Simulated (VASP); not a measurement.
Write the native input for VASP 6.6.1 that does the following.

```yaml
Task: single point
Functional: LDA
Potentials_or_basis: VASP PAW LDA potentials, release 64 (Sn_d, O)
Cutoff: 520 eV
k_mesh: 6 × 6 × 6
Occupations: gaussian, width 0.02 eV
Spin: no spin polarisation
Dipole_correction: no
Further_INCAR_settings: ALGO = Normal; EDIFF = 1e-06; NBANDS = 64
```

The structure of SnO2 lies in POSCAR:

```
SnO2
1.0
   -3.1904240007      3.3392222595      3.3392226080
    3.1904240007     -3.3392222595      3.3392226080
    3.1904240007      3.3392222595     -3.3392226080
Sn O
4 8
Direct
    0.9999415055      0.2499415055      0.7500000000
    0.0000584945      0.7500584945      0.2500000000
    0.5000000000      0.5000000000      0.5000000000
    0.5000000000      0.0000000000      0.0000000000
    0.1939319176      0.1939750957      0.5000431781
    0.6939902423      0.7500585499      0.9439316924
    0.1939319176      0.6938887395      0.9999568219
    0.3061268575      0.7500585499      0.5560683076
    0.6938731425      0.2499414501      0.4439316924
    0.3060097577      0.2499414501      0.0560683076
    0.8060680824      0.3061112605      0.0000431781
    0.8060680824      0.8060249043      0.4999568219
```

The input as run:

INCAR

```
ALGO = Normal
EDIFF = 1E-6
ENCUT = 520
GGA = CA
ISIF = 2
ISMEAR = 0
LASPH = T
LCHARG = F
LREAL = F
LWAVE = F
NBANDS = 64
NELM = 80
PREC = Accurate
SIGMA = 0.02
```

KPOINTS

```
k-points
0
Gamma
  6 6 6
```

Potentials or basis: VASP PAW LDA potentials, release 64 (Sn_d, O).

Run with:

```console
$ cat potpaw_LDA.64/Sn_d/POTCAR potpaw_LDA.64/O/POTCAR > POTCAR
$ mpirun -np 1 vasp_std > vasp.out
```

Results of the run:

- Pressure: 1.1 GPa
- Largest force: 0.021 eV/Å
- Band gap on the k mesh: 1.20 eV

Caveat: spin-orbit coupling is left out, which moves the levels of the heavy elements.

Run time: 6.4 min on 1 thread of AMD EPYC 7R13 Processor (Zen 3), with other jobs on the host, peak memory 0.37 GiB.
